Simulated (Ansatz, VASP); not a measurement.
# LiCl: VASP beside Ansatz

```xyz
2
Lattice="0.0000 2.5562 2.5562 2.5562 0.0000 2.5562 2.5562 2.5562 0.0000" Properties=species:S:1:pos:R:3 pbc="T T T"
Li    0.0000    0.0000    0.0000
Cl    2.5562    2.5562    2.5562
```

Alike in both runs: task single point; functional r2SCAN; k mesh 8 × 8 × 8; no spin polarisation.

|  | VASP | Ansatz |
| --- | --- | --- |
| version | VASP 6.6.1 | Ansatz 0.2.0 |
| potentials or method | VASP PAW PBE potentials, release 64 (Li_sv, Cl) | PAW with Ansatz's default frozen-core files, scalar-relativistic |
| plane-wave cutoff (eV) | 830 | 500 |
| occupations | methfessel-paxton of order 1, width 0.05 eV | cold, width 0.05 eV |
| valence electrons in the cell | 10 | 10 |

```csv
,VASP,Ansatz,Ansatz less VASP
gap on the k mesh at the Fermi level (eV),7.36,7.29,-0.067
pressure (GPa),-0.5,0.0,+0.48
```

VASP's potentials were made for PBE, not for r2SCAN.
